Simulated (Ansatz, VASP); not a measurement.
## Two plane-wave programs on TaSi2

Contents of INCAR:

```
ALGO = Normal ; EDIFF = 1E-6
ENCUT = 520 ; GGA = PE
ISIF = 2 ; ISMEAR = 0
LASPH = T ; LCHARG = T
LELF = T ; LREAL = F
LVHAR = T ; LWAVE = F
NBANDS = 38 ; NELM = 100
PREC = Accurate ; SIGMA = 0.15
```

KPOINTS

```
k-points
0
Gamma
  9 9 6
```

File POSCAR:

```
TaSi2
1.0
    4.8051009126      0.0180191284      0.0000000000
   -2.3869454333      4.1523298938      0.0000000000
    0.0000000000      0.0000000000      6.5988658829
Ta Si
3 6
Direct
    0.5000000000      0.0000000000      0.5000000000
    0.5000000000      0.5000000000      0.8333333333
    0.0000000000      0.5000000000      0.1666666667
    0.1589199925      0.3178399850      0.5000000000
    0.8410800075      0.1589199925      0.8333333333
    0.6821600150      0.8410800075      0.1666666667
    0.8410800075      0.6821600150      0.5000000000
    0.1589199925      0.8410800075      0.8333333333
    0.3178399850      0.1589199925      0.1666666667
```

Input for Ansatz:

```yaml
crystal:
  lattice:
    - [4.8051009126, 0.0180191284, 0.0]
    - [-2.3869454333, 4.1523298938, 0.0]
    - [0.0, 0.0, 6.5988658829]
  atoms:
    - { symbol: Ta, position: [0.5, 0.0, 0.5] }
    - { symbol: Ta, position: [0.5, 0.5, 0.8333333333] }
    - { symbol: Ta, position: [0.0, 0.5, 0.1666666667] }
    - { symbol: Si, position: [0.1589199925, 0.317839985, 0.5] }
    - { symbol: Si, position: [0.8410800075, 0.1589199925, 0.8333333333] }
    - { symbol: Si, position: [0.682160015, 0.8410800075, 0.1666666667] }
    - { symbol: Si, position: [0.8410800075, 0.682160015, 0.5] }
    - { symbol: Si, position: [0.1589199925, 0.8410800075, 0.8333333333] }
    - { symbol: Si, position: [0.317839985, 0.1589199925, 0.1666666667] }
basis:
  ecutwfc: 420
kpoints:
  mp_grid: { grid: [9, 9, 6] }
hamiltonian:
  xc: pbe
scf:
  occupations: { method: gaussian, width: 0.15 }
output:
  forces: true
  stress: true
  eigenvalues: true
```

Change from the starting cell: strain +0.0075 x Voigt [0, 0, 0, 0, 0, 1], atoms carried along.

Alike in both runs: task single point; functional PBE; k mesh 9 × 9 × 6; occupations gaussian, width 0.15 eV; no spin polarisation.

|  | VASP | Ansatz |
| --- | --- | --- |
| version | VASP 6.6.1 | Ansatz 0.2.0 |
| potentials or method | VASP PAW PBE potentials, release 64 (Ta_pv, Si), cutoff 520 eV | scalar-relativistic, plane waves, PAW |
| valence electrons in the cell | 57 | 63 |

VASP gave:

- gap on the k mesh at the Fermi level (eV): none
- pressure (GPa): 0.1
- traceless stress, the component that is largest in VASP (GPa): -1.09
- rms of the force components (eV/Å): 0.014

**Question.** Estimate Ansatz's values.

**Answer.** gap on the k mesh at the Fermi level (eV): none; pressure (GPa): 0.0; traceless stress, the component that is largest in VASP (GPa): -1.09; rms of the force components (eV/Å): 0.014.

Atom by atom the forces differ by 0.002 eV/Å (rms over components). A gap of «none» marks a metal or a gap that the smearing closes. The functional is the same, so the differences come from potentials, cutoffs and numerics. VASP's potentials hold 57 valence electrons a cell and Ansatz's 63, so a difference there can come from the potentials and not from the codes.

Spin-orbit coupling is off throughout.
